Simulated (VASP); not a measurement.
A run of VASP 6.6.1 is set up as follows.

File INCAR:

```
SYSTEM = P
ALGO = Normal ; EDIFF = 1E-6
EDIFFG = -0.01 ; ENCUT = 600
GGA = PE ; IBRION = 2
ISIF = 4 ; ISMEAR = 0
LASPH = .TRUE. ; LCHARG = .FALSE.
LREAL = .FALSE. ; LWAVE = .FALSE.
NELM = 60 ; NSW = 50
PREC = Accurate ; SIGMA = 0.01
```

The input KPOINTS:

```
k-points
0
G
  8 10 6
  0 0 0
```

File POSCAR:

```
P
1.0
    4.5463951902      0.0000000000      0.0457410812
    0.0000000000      3.2717182209      0.0000000000
   -1.2423601332      0.0000000000      5.7191457158
P
4
Direct
    0.5408078537      0.0000000000      0.8171949766
    0.1341879553      0.5000000000      0.1830384065
    0.4591921463      0.0000000000      0.1828050234
    0.8658120447      0.5000000000      0.8169615935
```

Potentials or basis: VASP PAW PBE potentials, release 64 (P).

Command:

```bash
$ cat potpaw_PBE.64/P/POTCAR > POTCAR
$ mpirun -np 1 vasp_std > vasp.out
```

Problem. What does it give for the band gap on the k mesh?

Solution. 0.25 eV (least direct gap 0.27 eV).

Final structure:
```cif
data_structure
_symmetry_space_group_name_H-M 'P 1'
_symmetry_Int_Tables_number 1
_cell_length_a 4.5548
_cell_length_b 3.3020
_cell_length_c 5.7933
_cell_angle_alpha 90.000
_cell_angle_beta 101.908
_cell_angle_gamma 90.000
_cell_volume 85.26
loop_
_atom_site_label
_atom_site_type_symbol
_atom_site_fract_x
_atom_site_fract_y
_atom_site_fract_z
_atom_site_occupancy
P1 P 0.53878 0.00000 0.81331 1
P2 P 0.13417 0.50000 0.18694 1
P3 P 0.46122 0.00000 0.18669 1
P4 P 0.86583 0.50000 0.81306 1
```

 A k mesh can miss the band edges.
